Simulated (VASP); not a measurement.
Runs of VASP 6.6.1 on BiSbTe2S. The structure is that of space group P4/mmm (No. 123), or close to it. The cells are those of the table. 

```tsv
task	cell	k mesh	cutoff (eV)	gap on the mesh (eV)	pressure (GPa)	relaxed volume (Å³/atom)
single point	a = 5.839, b = 5.839, c = 4.807 Å, 5 atoms	4 × 4 × 4	520	none	0.1	-
relaxation of cell and atoms	relaxed from a = 5.254, b = 5.254, c = 5.418 Å, 5 atoms	4 × 4 × 4	600	none	0.0	32.85
single point	a = 5.254, b = 5.254, c = 5.418 Å, 5 atoms	4 × 4 × 4	520	none	6.7	-
relaxation of cell and atoms	relaxed from a = 5.839, b = 5.839, c = 4.807 Å, 5 atoms	6 × 6 × 8	600	none	0.0	(a)
single point	a = 5.804, b = 5.804, c = 4.868 Å, 5 atoms	8 × 8 × 8	520	none	0.0	-
```

Alike in all rows: level PBE; potentials or basis VASP PAW PBE potentials, release 64 (Sb, Bi_d, Te, S); no spin polarisation; smearing gaussian 0.1 eV.

**Question.** Estimate the missing entries.

**Answer.** (a) 32.76.

Caveats: spin-orbit coupling is left out, which moves the levels of the heavy elements.

A k mesh can miss the band edges, and the runs leave out spin-orbit coupling on Bi, Sb, Te.

A gap of «none» marks levels without a gap at the run's occupations.
